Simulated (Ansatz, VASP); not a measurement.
**KI in VASP and in Ansatz**

Contents of INCAR:

```
SYSTEM = KI
ALGO = Normal ; EDIFF = 1E-7
ENCUT = 520 ; GGA = PE
ISIF = 2 ; ISMEAR = 0
LASPH = .TRUE. ; LCHARG = .FALSE.
LREAL = .FALSE. ; LWAVE = .FALSE.
NBANDS = 15 ; NELM = 60
PREC = Accurate ; SIGMA = 0.05
```

File KPOINTS:

```
k-points
0
G
  6 6 6
  0 0 0
```

File POSCAR:

```
KI
1.0
    0.0000000000      3.7007775000      3.3483225000
    3.7007775000      0.0000000000      3.3483225000
    3.7007775000      3.7007775000      0.0000000000
K I
1 1
Direct
    0.0000000000      0.0000000000      0.0000000000
    0.5000000000      0.5000000000      0.5000000000
```

Input for Ansatz:

```yaml
crystal:
  lattice:
    - [0.0, 3.7007775, 3.3483225]
    - [3.7007775, 0.0, 3.3483225]
    - [3.7007775, 3.7007775, 0.0]
  atoms:
    - { symbol: K, position: [0.0, 0.0, 0.0] }
    - { symbol: I, position: [0.5, 0.5, 0.5] }
basis:
  ecutwfc: 420
kpoints:
  mp_grid: { grid: [6, 6, 6] }
hamiltonian:
  xc: pbe
scf:
  occupations: { method: gaussian, width: 0.05 }
output:
  forces: true
  stress: true
  eigenvalues: true
```

Change from the starting cell: strain +0.050 along x and y, -0.050 along z, atoms carried along.

Alike in both runs: task single point; functional PBE; k mesh 6 × 6 × 6; occupations gaussian, width 0.05 eV; no spin polarisation.

```csv
,VASP,Ansatz
version,VASP 6.6.1,Ansatz 0.2.0
potentials or method,"VASP PAW PBE potentials, release 64 (K_sv, I), cutoff 520 eV","scalar-relativistic, plane waves, PAW"
valence electrons in the cell,16,26
```

VASP gave:

```
gap on the k mesh at the Fermi level (eV)                     : 3.85
least direct gap on the mesh (eV)                             : 3.85
pressure (GPa)                                                : 0.5
traceless stress, the component that is largest in VASP (GPa) : 1.84
```

Q: What did Ansatz give for the same quantities?

A: gap on the k mesh at the Fermi level (eV): 3.85; least direct gap on the mesh (eV): 3.85; pressure (GPa): 0.5; traceless stress, the component that is largest in VASP (GPa): 1.82.

VASP's potentials hold 16 valence electrons a cell and Ansatz's 26, so a difference there can come from the potentials and not from the codes.

Spin-orbit coupling is off throughout.
